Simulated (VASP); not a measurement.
## ZnS: single point with PBEsol

The system is ZnS.

```
Zn S
1.0
     0.02705    2.71817    2.71817
     2.71817    0.02705    2.71817
     2.71817    2.71817    0.02705
Zn S
1 1
Direct
  0.00000 0.00000 0.00000
  0.75000 0.75000 0.75000
```

This cell differs from its parent crystal: equal xy, yz and zx shear strains of +1 %.

```yaml
Program: VASP 6.6.1
Task: single point
Functional: PBEsol
Potentials_or_basis: VASP PAW PBE potentials, release 64 (Zn, S)
Cutoff: 520 eV
k_mesh: 9 × 9 × 9
Occupations: fermi-dirac, width 0.01 eV
Spin: no spin polarisation
Dipole_correction: no
Further_INCAR_settings: ALGO = Normal; EDIFF = 1e-06; NBANDS = 16
```

| Item | Value |
| --- | --- |
| Pressure | -2.0 GPa |
| Largest force | 0.082 eV/Å |
| Band gap on the k mesh | 1.94 eV |

Forces on the atoms (eV/Å):
```
Zn  -0.047 -0.047 -0.047
S    0.047  0.047  0.047
```

Stress tensor (GPa, compression positive):
```
-1.96 -0.65 -0.65
-0.65 -1.96 -0.65
-0.65 -0.65 -1.96
```

Levels at points of the mesh, in eV from the valence-band top:
| k point | band 6 | band 7 | band 8 | band 9 | band 10 | band 11 | band 12 | band 13 |
| --- | --- | --- | --- | --- | --- | --- | --- | --- |
| (0.00, 0.00, 0.00) | -5.88 | -0.06 | 0.00 | 0.00 | 1.94 | 6.16 | 6.36 | 6.36 |

Run time: 88 s on 1 thread of Intel Xeon 8259CL (shared host), peak memory 0.2 GiB.

Caveat: the cell differs from its parent crystal (equal xy, yz and zx shear strains of +1 %); the PAW data sets were made with another functional, which shifts forces and pressure a little.
